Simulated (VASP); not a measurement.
Crystal: CsPbCl3.

```
Cs Pb Cl
1.0
     5.67673    0.00000    0.00000
     0.00000    5.67673    0.00000
     0.00000    0.00000    5.67673
Cs Pb Cl
1 1 3
Direct
  0.00000 0.00000 0.00000
  0.50000 0.50000 0.50000
  0.50000 0.50000 0.00000
  0.00000 0.50000 0.50000
  0.50000 0.00000 0.50000
```

Base run:

* Program: VASP 6.6.1
* Functional: r2SCAN
* Potentials or basis: VASP PAW PBE potentials, release 64 (Cs_sv, Pb_d, Cl)
* Cutoff: 520 eV
* k mesh: 4 × 4 × 4
* Occupations: gaussian, width 0.01 eV
* Spin: no spin polarisation

Its results: band gap on the k mesh 2.48 eV, direct; pressure 0.0 GPa.

**Question.** The run is repeated on the same cell with these changes: functional from r2SCAN to PBE. What comes out?

**Answer.** Band gap on the k mesh 2.10 eV, direct; pressure 0.7 GPa.

r2SCAN gives the wider gap, since meta-GGAs in the generalised Kohn-Sham scheme recover part of the derivative discontinuity.

Caveats: spin-orbit coupling is left out, which moves the levels of the heavy elements; the PAW data sets were made with another functional, which shifts forces and pressure a little (some runs).

A k mesh can miss the band edges.
